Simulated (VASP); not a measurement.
La:

```
La
1.0
     3.59962    0.00000    0.00000
    -1.79981    3.11736    0.00000
     0.00000    0.00000   11.55244
La
4
Direct
  0.00000 0.00000 0.00000
  0.00000 0.00000 0.50000
  0.33333 0.66667 0.75000
  0.66667 0.33333 0.25000
```

Base run:

| Item | Value |
| --- | --- |
| Program | VASP 6.6.1 |
| Functional | LDA |
| Potentials or basis | VASP PAW LDA potentials, release 64 (La) |
| Cutoff | 520 eV |
| k mesh | 10 × 10 × 3 |
| Occupations | fermi-dirac, width 0.1 eV |
| Spin | no spin polarisation |

Its results: band gap on the k mesh zero (band 22 reaches 9.96 eV, above the bottom of band 23 at 8.85 eV); pressure -0.1 GPa.

Problem. The run is repeated on the same cell with these changes: k mesh from 10 × 10 × 3 to 2 × 2 × 1. What comes out?

Solution. Band gap on the k mesh zero (band 22 reaches 9.68 eV, above the bottom of band 23 at 8.78 eV); pressure -7.4 GPa.

Caveats: some runs use coarse meshes; spin-orbit coupling is left out, which moves the levels of the heavy elements.
